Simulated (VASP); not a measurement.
A run of VASP 6.6.1 is set up as follows.

File INCAR:

```
SYSTEM = As
PREC = Accurate
ENCUT = 520
EDIFF = 1E-6
ISMEAR = 0
SIGMA = 0.1
LREAL = .FALSE.
LASPH = .TRUE.
NELM = 80
ALGO = Normal
ISIF = 2
LWAVE = .FALSE.
LCHARG = .FALSE.
GGA = PE
NBANDS = 42
```

The input KPOINTS:

```
Automatic mesh
0
G
  6 6 6
  0 0 0
```

The input POSCAR:

```
As
1.0
    6.4635459982      0.0000000000      0.0000000000
    0.0000000000      6.4635459982      0.0000000000
    0.0000000000      0.0000000000      6.4635459982
As
12
Direct
    0.0000000000      0.0000000000      0.0000000000
    0.5000000000      0.0000000000      0.5000000000
    0.5000000000      0.5000000000      0.0000000000
    0.0000000000      0.5000000000      0.5000000000
    0.6077082900      0.8922917100      0.1077082900
    0.8922917100      0.1077082900      0.6077082900
    0.1077082900      0.6077082900      0.8922917100
    0.3922917100      0.3922917100      0.3922917100
    0.6077082900      0.6077082900      0.6077082900
    0.8922917100      0.3922917100      0.1077082900
    0.1077082900      0.8922917100      0.3922917100
    0.3922917100      0.1077082900      0.8922917100
```

Potentials or basis: VASP PAW PBE potentials, release 64 (As).

Launch:

```sh
$ cat potpaw_PBE.64/As/POTCAR > POTCAR
$ mpirun -np 1 vasp_std > vasp.out
```

Problem. Predict the band gap on the k mesh.

Solution. Zero (band 30 reaches 5.49 eV, above the bottom of band 31 at 3.22 eV).

Problem. Predict the largest force.

Solution. 0.043 eV/Å.

Problem. Estimate the pressure.

Solution. 0.2 GPa.

Forces in eV/Å, atoms in the order of the input:
```
As   0.000  0.000  0.000
As   0.000  0.000  0.000
As   0.000  0.000  0.000
As   0.000  0.000  0.000
As   0.025 -0.025  0.025
As  -0.025  0.025  0.025
As   0.025  0.025 -0.025
As  -0.025 -0.025 -0.025
As   0.025  0.025  0.025
As  -0.025 -0.025  0.025
As   0.025 -0.025 -0.025
As  -0.025  0.025 -0.025
```
